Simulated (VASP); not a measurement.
Here is a VASP 6.6.1 calculation.

INCAR

```
SYSTEM = MnS
PREC     = Accurate       ! precision mode
ENCUT    = 520            ! plane-wave cutoff, eV
EDIFF    = 1E-7           ! SCF threshold, eV
ISMEAR   = 0              ! smearing method
SIGMA    = 0.2            ! smearing width, eV
LREAL    = .False.        ! projectors in reciprocal space
LASPH    = .True.         ! aspherical terms in the spheres
NELM     = 100            ! most SCF steps
ALGO     = Normal         ! electronic algorithm
ISIF     = 2              ! what is computed and relaxed
LWAVE    = .False.        ! write WAVECAR
LCHARG   = .True.         ! write CHGCAR
GGA      = CA             ! functional
LELF     = .True.         ! ELF
LVHAR    = .True.       
NBANDS   = 16             ! bands
```

File KPOINTS:

```
Automatic mesh
0
Gamma
  16 16 16
  0 0 0
```

POSCAR

```
MnS
1.0
    0.0000000000      2.3405416383      2.3405416383
    2.3405416383      0.0000000000      2.3405416383
    2.3405416383      2.3405416383      0.0000000000
Mn S
1 1
Direct
    0.0000000000      0.0000000000      0.0000000000
    0.7500000000      0.7500000000      0.7500000000
```

Potentials or basis: VASP PAW LDA potentials, release 64 (Mn_pv, S).

Command:

```bash
$ cat potpaw_LDA.64/Mn_pv/POTCAR potpaw_LDA.64/S/POTCAR > POTCAR
$ mpirun -np 1 vasp_std > vasp.out
```

(1) Predict the pressure.

Answers

(1) 25.3 GPa.

Caveat: the run has no spin polarisation, though such a crystal can be magnetic.
